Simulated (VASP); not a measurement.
Wanted: the native input for a VASP 6.6.1 run.

| Quantity | Value |
| --- | --- |
| Task | single point |
| Functional | LDA |
| Potentials or basis | VASP PAW LDA potentials, release 64 (In_d, Se) |
| Cutoff | 520 eV |
| k mesh | 12 × 12 × 2 |
| Occupations | gaussian, width 0.02 eV |
| Spin | no spin polarisation |
| Dipole correction | no |
| Further INCAR settings | ALGO = Normal; EDIFF = 1e-07; NBANDS = 48 |

The structure of InSe lies in POSCAR:

```
InSe
1.0
    3.9665899231      0.0000000000      0.0000000000
   -1.9832949616      3.4351676398      0.0000000000
    0.0000000000      0.0000000000     16.4635709441
In Se
4 4
Direct
    0.3333333333      0.6666666667      0.1667329762
    0.6666666667      0.3333333333      0.6667329762
    0.3333333333      0.6666666667      0.3332670238
    0.6666666667      0.3333333333      0.8332670238
    0.3333333333      0.6666666667      0.5895306320
    0.6666666667      0.3333333333      0.0895306320
    0.3333333333      0.6666666667      0.9104693680
    0.6666666667      0.3333333333      0.4104693680
```

The input as run:

INCAR

```
SYSTEM = InSe
  ALGO = Normal
  EDIFF = 1E-7
  ENCUT = 520
  GGA = CA
  ISIF = 2
  ISMEAR = 0
  LASPH = .TRUE.
  LCHARG = .FALSE.
  LREAL = .FALSE.
  LWAVE = .FALSE.
  NBANDS = 48
  NELM = 60
  PREC = Accurate
  SIGMA = 0.02
```

KPOINTS

```
k-points
0
G
  12 12 2
  0 0 0
```

Potentials or basis: VASP PAW LDA potentials, release 64 (In_d, Se).

Run with:

```bash
$ cat potpaw_LDA.64/In_d/POTCAR potpaw_LDA.64/Se/POTCAR > POTCAR
$ mpirun -np 1 vasp_std > vasp.out
```

Results of the run:

* Pressure: 0.1 GPa
* Largest force: 0.031 eV/Å
* Band gap on the k mesh: 0.30 eV

Caveat: spin-orbit coupling is left out, which moves the levels of the heavy elements.

It took 9 min on 1 thread of Intel(R) Xeon(R) Platinum 8488C (Sapphire Rapids), on a shared host, peak memory 0.46 GiB.
